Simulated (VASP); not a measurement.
A run of VASP 6.6.1 is set up as follows.

Contents of INCAR:

```
SYSTEM = MgB2
ALGO = Normal ; EDIFF = 1E-6
ENCUT = 520 ; GGA = RE
ISIF = 2 ; ISMEAR = -1
LASPH = .True. ; LCHARG = .False.
LREAL = .False. ; LWAVE = .False.
NBANDS = 11 ; NELM = 100
PREC = Accurate ; SIGMA = 0.05
```

KPOINTS

```
k-points
0
Gamma
  10 10 8
  0 0 0
```

File POSCAR:

```
MgB2
1.0
    3.1054310590      0.0000000000      0.0000000000
   -1.5527155295      2.6893821868      0.0000000000
    0.0000000000      0.0000000000      3.5463318058
Mg B
1 2
Direct
    0.0000000000      0.0000000000      0.0000000000
    0.6666666667      0.3333333333      0.5000000000
    0.3333333333      0.6666666667      0.5000000000
```

Potentials or basis: VASP PAW PBE potentials, release 64 (Mg, B).

Launch:

```console
$ cat potpaw_PBE.64/Mg/POTCAR potpaw_PBE.64/B/POTCAR > POTCAR
$ mpirun -np 1 vasp_std > vasp.out
```

**Question.** What does it give for the band gap on the k mesh?

**Answer.** Zero (band 4 reaches 6.33 eV, above the bottom of band 5 at 3.91 eV).

**Question.** Estimate the pressure.

**Answer.** -1.5 GPa.

Stress tensor (GPa, compression positive):
```
-1.74  0.00  0.00
 0.00 -1.74  0.00
 0.00  0.00 -1.09
```

Caveat: the PAW data sets were made with another functional, which shifts forces and pressure a little.
